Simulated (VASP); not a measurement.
# Al3GaO6 in VASP: notebook, part 2 of 2

VASP 6.6.1. Earlier steps stand in the parts before.

## 5. Single point, PBE

This run uses another cell than the first one, of the same volume but with other edges.

INCAR reads:

```
SYSTEM = Al3GaO6
  PREC = Accurate
  ENCUT = 600
  EDIFF = 1E-6
  ISMEAR = 0
  SIGMA = 0.02
  LREAL = .FALSE.
  LASPH = .TRUE.
  NELM = 120
  ALGO = Normal
  ISIF = 2
  LWAVE = .FALSE.
  LCHARG = .FALSE.
  GGA = PE
  NBANDS = 40
  GGA_COMPAT = .FALSE.
```

KPOINTS reads:

```
Automatic mesh
0
G
  6 6 6
  0 0 0
```

POSCAR reads:

```
Al3GaO6
1.0
    2.4355856015      1.4061860027      4.4147245870
   -2.4355856015      1.4061860027      4.4147245870
    0.0000000000     -2.8123720053      4.4147245870
Al Ga O
3 1 6
Direct
    0.1479683487      0.1479683487      0.1479683487
    0.3535382720      0.3535382720      0.3535382720
    0.8489753186      0.8489753186      0.8489753186
    0.6414143238      0.6414143238      0.6414143238
    0.2342536769      0.5571398236      0.9581481255
    0.5571398236      0.9581481255      0.2342536769
    0.9581481255      0.2342536769      0.5571398236
    0.7486229291      0.4435646190      0.0663745628
    0.4435646190      0.0663745628      0.7486229291
    0.0663745628      0.7486229291      0.4435646190
```

Potentials or basis: VASP PAW PBE potentials, release 64 (Al, Ga_d, O).

Launch:

```bash
$ cat potpaw_PBE.64/Al/POTCAR potpaw_PBE.64/Ga_d/POTCAR potpaw_PBE.64/O/POTCAR > POTCAR
$ mpirun -np 1 vasp_std > vasp.out
```

OUTCAR:

```text
SYSTEM = Al3GaO6
   PREC = Accurate
   ENCUT = 600
   EDIFF = 1E-6
   ISMEAR = 0
   LREAL = .FALSE.
   LASPH = .TRUE.
   NELM = 120
   ISIF = 2
   GGA = PE

 ion  position               nearest neighbor table
   1  0.148  0.148  0.148-   8 1.88   9 1.88  10 1.88   7 1.99   6 1.99   5 1.99   2 2.72   3 2.85
                             3 2.85   3 2.85   2 3.28   2 3.28   2 3.28
   2  0.354  0.354  0.354-  10 1.88   9 1.88   8 1.88   5 2.00   6 2.00   7 2.00   1 2.72   4 2.88
                             4 2.88   4 2.88   1 3.28   1 3.28   1 3.28
   3  0.849  0.849  0.849-   5 1.88   6 1.88   7 1.88  10 1.98   9 1.98   8 1.98   4 2.75   1 2.85
                             1 2.85   1 2.85
   4  0.641  0.641  0.641-   7 1.93   6 1.93   5 1.93   8 2.12   9 2.12  10 2.12   3 2.75   2 2.88
                             2 2.88   2 2.88
   5  0.234  0.557  0.958-   3 1.88   4 1.93   1 1.99   2 2.00
   6  0.557  0.958  0.234-   3 1.88   4 1.93   1 1.99   2 2.00
   7  0.958  0.234  0.557-   3 1.88   4 1.93   1 1.99   2 2.00
   8  0.749  0.444  0.066-   2 1.88   1 1.88   3 1.98   4 2.12
   9  0.444  0.066  0.749-   2 1.88   1 1.88   3 1.98   4 2.12
  10  0.066  0.749  0.444-   2 1.88   1 1.88   3 1.98   4 2.12

  LATTYP: Found a trigonal (rhomboedric) cell.
 ALAT       =     5.2344273302
 COS(alpha) =     0.5669894858

  Lattice vectors:

 A1 = (   2.4355856015,   1.4061860027,   4.4147245870)
 A2 = (  -2.4355856015,   1.4061860027,   4.4147245870)
 A3 = (   0.0000000000,  -2.8123720053,   4.4147245870)

Analysis of symmetry for initial positions (statically):
=====================================================================
 Subroutine PRICEL returns:
 Original cell was already a primitive cell.

 Routine SETGRP: Setting up the symmetry group for a
 trigonal (rhombohedral) supercell.

 Subroutine GETGRP returns: Found  3 space group operations
 (whereof  3 operations were pure point group operations)
 out of a pool of 12 trial point group operations.

The static configuration has the point symmetry C_3 .

Analysis of symmetry for dynamics (positions and initial velocities):
=====================================================================
 Subroutine PRICEL returns:
 Original cell was already a primitive cell.

 Routine SETGRP: Setting up the symmetry group for a
 trigonal (rhombohedral) supercell.

 Subroutine GETGRP returns: Found  3 space group operations
 (whereof  3 operations were pure point group operations)
 out of a pool of 12 trial point group operations.

The dynamic configuration has the point symmetry C_3 .

 Subroutine INISYM returns: Found  3 space group operations
 (whereof  3 operations are pure point group operations),
 and found     1 'primitive' translations

----------------------------------------------------------------------------------------

                                     Primitive cell

  volume of cell :      90.7196

  direct lattice vectors                    reciprocal lattice vectors
     2.435585602  1.406186003  4.414724587     0.205289438  0.118523912  0.075504899
    -2.435585602  1.406186003  4.414724587    -0.205289438  0.118523912  0.075504899
     0.000000000 -2.812372005  4.414724587     0.000000000 -0.237047825  0.075504899

  length of vectors
     5.234427330  5.234427330  5.234427330     0.248782357  0.248782357  0.248782357

  position of ions in fractional coordinates (direct lattice)
     0.147968349  0.147968349  0.147968349
     0.353538272  0.353538272  0.353538272
     0.848975319  0.848975319  0.848975319
[... 74 lines left out ...]
   k-points           NKPTS =     40   k-points in BZ     NKDIM =     40   number of bands    NBANDS=     40
   number of dos      NEDOS =    301   number of ions     NIONS =     10
   total plane-waves  NPLWV =  74088
   dimension x,y,z NGX =    42 NGY =   42 NGZ =   42
   dimension x,y,z NGXF=    84 NGYF=   84 NGZF=   84
   ions per type =               3   1   6
   NGX,Y,Z   is equivalent  to a cutoff of  13.34, 13.34, 13.34 a.u.
   NGXF,Y,Z  is equivalent  to a cutoff of  26.68, 26.68, 26.68 a.u.
 SYSTEM =  Al3GaO6
   PREC   = accura    normal or accurate (medium, high low for compatibility)
   ISTART =      0    job   : 0-new  1-cont  2-samecut
   ICHARG =      2    charge: 1-file 2-atom 10-const
   ISPIN  =      1    spin polarized calculation?
   LNONCOLLINEAR =      F non collinear calculations
   LSORBIT =      F    spin-orbit coupling
   LASPH  =      T    aspherical Exc in radial PAW
   ENCUT  =  600.0 eV  44.10 Ry    6.64 a.u.  10.45 10.45 10.45*2*pi/ulx,y,z
   NELM   =    120;   NELMIN=  2; NELMDL= -5     # of ELM steps
   EDIFF  = 0.1E-05   stopping-criterion for ELM
   LREAL  =      F    real-space projection
   EDIFFG = 0.1E-04   stopping-criterion for IOM
   NSW    =      0    number of steps for IOM
   IBRION =     -1    ionic relax: 0-MD 1-quasi-New 2-CG
   NFREE  =      0    steps in history (QN), initial steepest desc. (CG)
   ISIF   =      2    stress and relaxation
   ISYM   =      2    0-nonsym 1-usesym 2-fastsym
   POTIM  = 0.5000    time-step for ionic-motion
   TEBEG  =    0.0;   TEEND  =   0.0 temperature during run
   PSTRESS=    0.0 pullay stress
   NELECT =      58.0000    total number of electrons
   NUPDOWN=      -1.0000    fix difference up-down
   EMIN   =  10.00;   EMAX   =-10.00  energy-range for DOS
   EFERMI =   0.00;   METHOD = LEGACY
   ISMEAR =     0;   SIGMA  =   0.02  broadening in eV -4-tet -1-fermi 0-gaus
   EFERMI_NEDOS =   21; number of points for ismear=-14 and -15
   IALGO  =     38    algorithm
   IMIX   =      4    mixing-type and parameters
     AMIX     =   0.40;   BMIX     =  1.00
     AMIX_MAG =   1.60;   BMIX_MAG =  1.00
  volume/ion in A,a.u.               =       9.07        61.22
  Fermi-wavevector in a.u.,A,eV,Ry     =   1.410318  2.665115 27.061958  1.988998
  Thomas-Fermi vector in A             =   2.532284
   LORBIT       =      0    0 simple, 1 ext, 2 COOP (PROOUT), +10 PAW based schemes
   GGA     = PE    functional components
   LHFCALC =     F    Hartree Fock is set to
   AEXX    =    0.0000 exact exchange contribution
   IVDW    =     0    specifies the selected vdW correction
   LEPSILON=     F    determine dielectric tensor
   LRPA    =     F    only Hartree local field effects (RPA)
 non-spin polarized calculation
 Gauss-broadening in eV      SIGMA  =   0.02
  energy-cutoff  :      600.00
  volume of cell :       90.72
 maximum number of plane-waves:      3059
 NGX is ok and might be reduce to    42

 number of electron      57.9999996 magnetization

 Free energy of the ion-electron system (eV)
  ---------------------------------------------------
  ext. energy  EPLUGINS =         0.00000000
  ---------------------------------------------------
  free energy    TOTEN  =       -70.91451117 eV

  energy without entropy =      -70.91451117  energy(sigma->0) =      -70.91451117

 E-fermi :   5.5269     XC(G=0): -11.6688

 val. band max:        5.3679065298   @ k =  -0.1667   0.1667   0.0000
 cond. band min:       9.9268201586   @ k =   0.0000   0.0000   0.0000
 fundamental gap:      4.5589136288
 Fermi energy:         5.5269208410

 k-point     1 :       0.0000    0.0000    0.0000
  band No.  band energies     occupation
      1     -13.5830      2.00000
      2     -11.4359      2.00000
      3     -11.3277      2.00000
      4     -11.3277      2.00000
      5     -10.9625      2.00000
      6     -10.9625      2.00000
[... 1021 lines left out ...]
     39      18.3916      0.00000
     40      18.6202      0.00000

 [... further k-points ...]
[... 5 lines left out ...]
  --------------------------------------------------------------------------------------
  -------------------------------------------------------------------------------------
  Total       -0.1106988     -0.1106988     -0.1459055     -0.0000001     -0.0000000      0.0000000
  in kB       -1.9550259     -1.9550259     -2.5768034     -0.0000010     -0.0000000      0.0000000
  external PRESSURE =      -2.1622851 kB  Pullay stress =       0.0000000 kB

 VOLUME and BASIS-vectors are now :
 -----------------------------------------------------------------------------
  energy-cutoff  :      600.00
  volume of cell :       90.72
      direct lattice vectors                 reciprocal lattice vectors
     2.435585602  1.406186003  4.414724587     0.205289438  0.118523912  0.075504899
    -2.435585602  1.406186003  4.414724587    -0.205289438  0.118523912  0.075504899
     0.000000000 -2.812372005  4.414724587     0.000000000 -0.237047825  0.075504899

 POSITION                                       TOTAL-FORCE (eV/Angst)
 -----------------------------------------------------------------------------------
      0.00000      0.00000      1.95972         0.000000      0.000000      0.003190
      0.00000      0.00000      4.68232         0.000000     -0.000000     -0.002826
      0.00000      0.00000     11.24398         0.000000      0.000000      0.003046
      0.00000      0.00000      8.49500         0.000000     -0.000000     -0.009479
     -0.78642     -1.58182      7.72374        -0.014326     -0.041668     -0.022830
     -0.97669      1.47197      7.72374        -0.028922      0.033240     -0.022830
      1.76311      0.10985      7.72374         0.043248      0.008427     -0.022830
      0.74300      1.48977      5.55621         0.012486     -0.013990      0.024853
      0.91868     -1.38834      5.55621        -0.018359     -0.003818      0.024853
     -1.66167     -0.10143      5.55621         0.005873      0.017808      0.024853
 -----------------------------------------------------------------------------------
    total drift:                                0.000000     -0.000000     -0.000597

  FREE ENERGIE OF THE ION-ELECTRON SYSTEM (eV)
  ---------------------------------------------------
  free  energy   TOTEN  =       -70.9145111666 eV

  energy  without entropy=      -70.9145111666  energy(sigma->0) =      -70.91451117
```

Run time: 1.7 min. Hardware: 1 thread of Intel Xeon 6975P-C (Granite Rapids), shared host; peak memory 0.34 GiB.

Results:

- Free energy: -70.9145 eV
- Pressure: -0.2 GPa
- Largest force: 0.050 eV/Å
- Band gap on the k mesh: 4.56 eV, indirect (least direct gap 4.63 eV)

Forces in eV/Å, atoms in the order of the input:
```
Al   0.000  0.000  0.003
Al   0.000  0.000 -0.003
Al   0.000  0.000  0.003
Ga   0.000  0.000 -0.009
O   -0.014 -0.042 -0.023
O   -0.029  0.033 -0.023
O    0.043  0.008 -0.023
O    0.012 -0.014  0.025
O   -0.018 -0.004  0.025
O    0.006  0.018  0.025
```

A k mesh can miss the band edges. Expect the measured gap to be larger: semilocal functionals such as PBE lack the derivative discontinuity.

## 6. Single point, PBE

This run uses another cell than the first one, of the same volume but with other edges.

INCAR reads:

```
SYSTEM = Al3GaO6
PREC = Accurate ; ENCUT = 600
EDIFF = 1E-6 ; ISMEAR = 0
SIGMA = 0.01 ; LREAL = .FALSE.
LASPH = .TRUE. ; NELM = 120
ALGO = Normal ; ISIF = 2
LWAVE = .FALSE. ; LCHARG = .TRUE.
GGA = PE ; LELF = .TRUE.
LVHAR = .TRUE. ; NBANDS = 40
GGA_COMPAT = .FALSE.
```

KPOINTS is that of step 5.

POSCAR reads:

```
Al3GaO6
1.0
    2.4355038445      1.4061388003      4.4146515575
   -2.4355038445      1.4061388003      4.4146515575
    0.0000000000     -2.8122776005      4.4146515575
Al Ga O
3 1 6
Direct
    0.1480057988      0.1480057988      0.1480057988
    0.3535397204      0.3535397204      0.3535397204
    0.8489396121      0.8489396121      0.8489396121
    0.6414168218      0.6414168218      0.6414168218
    0.2342629292      0.5570979470      0.9581571213
    0.5570979470      0.9581571213      0.2342629292
    0.9581571213      0.2342629292      0.5570979470
    0.7486804529      0.4435596115      0.0663399850
    0.4435596115      0.0663399850      0.7486804529
    0.0663399850      0.7486804529      0.4435596115
```

Potentials or basis: VASP PAW PBE potentials, release 64 (Al, Ga_d, O).

Launch:

```bash
$ cat potpaw_PBE.64/Al/POTCAR potpaw_PBE.64/Ga_d/POTCAR potpaw_PBE.64/O/POTCAR > POTCAR
$ mpirun -np 1 vasp_std > vasp.out
```

It took 98 s on 1 thread of Intel Xeon 6975P-C (Granite Rapids), shared host; peak memory 0.34 GiB.

Results (log left out):

```yaml
Free_energy: -70.9145 eV
Pressure: -0.2 GPa
Largest_force: 0.047 eV/Å
Band_gap_on_the_k_mesh: 4.56 eV, indirect (least direct gap 4.63 eV)
```

Forces in eV/Å, atoms in the order of the input:
```
Al   0.000  0.000 -0.002
Al   0.000  0.000 -0.001
Al   0.000  0.000  0.009
Ga   0.000  0.000 -0.012
O   -0.017 -0.039 -0.021
O   -0.025  0.034 -0.021
O    0.042  0.005 -0.021
O    0.010 -0.018  0.022
O   -0.020  0.000  0.022
O    0.010  0.018  0.022
```

Levels at points of the mesh, in eV from the valence-band top:
| k point | band 26 | band 27 | band 28 | band 29 | band 30 | band 31 | band 32 | band 33 |
| --- | --- | --- | --- | --- | --- | --- | --- | --- |
| (0.00, 0.00, 0.00) | -0.40 | -0.09 | -0.07 | -0.07 | 4.56 | 7.94 | 9.17 | 10.75 |
| (0.50, 0.00, 0.00) | -0.85 | -0.73 | -0.29 | -0.17 | 6.49 | 8.65 | 8.95 | 9.14 |
| (0.50, 0.50, 0.00) | -1.02 | -0.79 | -0.53 | -0.21 | 6.77 | 9.09 | 9.43 | 9.55 |
| (0.50, 0.50, 0.50) | -0.47 | -0.47 | -0.19 | -0.19 | 6.48 | 7.74 | 9.49 | 10.62 |

A k mesh can miss the band edges. PBE gaps usually lie below the measured ones, often by a third to a half.

## 7. Overview

| cell | k mesh | smearing | gap on the mesh (eV) | pressure (GPa) | largest force (eV/Å) |
| --- | --- | --- | --- | --- | --- |
| a = 4.871, b = 4.871, c = 5.234 Å, angles 62.3, 62.3, 60.0°, 10 atoms | 4 × 4 × 4 | gaussian 0.1 eV | 4.62 | -0.2 | 0.05 |
| a = 5.234 Å, angles 55.5°, 10 atoms | 6 × 6 × 6 | gaussian 0.1 eV | 4.56 | -0.2 | 0.05 |
| a = 5.234 Å, angles 55.5°, 10 atoms | 6 × 6 × 6 | gaussian 0.02 eV | 4.56 | -0.2 | 0.05 |
| a = 5.234 Å, angles 55.5°, 10 atoms | 6 × 6 × 6 | gaussian 0.01 eV | 4.56 | -0.2 | 0.05 |

Some of these runs hold the atoms at other places in the same cell, which the table doesn't show; runs alike in all that it shows share one row.

Alike in all rows: task single point; level PBE; potentials or basis VASP PAW PBE potentials, release 64 (Al, Ga_d, O); no spin polarisation; cutoff (eV) 600.

Absolute energies hang on the potentials; compare differences alone.
